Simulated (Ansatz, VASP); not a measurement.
# BP: VASP beside Ansatz

```
B P
1.0
     0.00000    2.26832    2.29100
     2.26832    0.00000    2.29100
     2.26832    2.26832    0.00000
B P
1 1
Direct
  0.00000 0.00000 0.00000
  0.25000 0.25000 0.25000
```

Change from the starting cell: uniaxial_z strain +1.0%.

Alike in both runs: task single point; functional HSE06; k mesh 6 × 6 × 6; no spin polarisation.

|  | VASP | Ansatz |
| --- | --- | --- |
| version | VASP 6.6.1 | Ansatz 0.2.0 |
| potentials or method | VASP PAW PBE potentials, release 64 (B, P) | plane waves, PAW |
| plane-wave cutoff (eV) | 520 | 420 |
| occupations | gaussian, width 0.01 eV | fixed |
| valence electrons in the cell | 8 | 8 |

|  | VASP | Ansatz | Ansatz less VASP |
| --- | --- | --- | --- |
| gap on the k mesh at the Fermi level (eV) | 2.01 | 2.01 | +0.004 |
| pressure (GPa) | -3.5 | -3.0 | +0.54 |
| traceless stress, the component that is largest in VASP (GPa) | -1.90 | -1.90 | +0.005 |

Ansatz's warnings: stress exchange threshold loose, stress scf threshold loose.
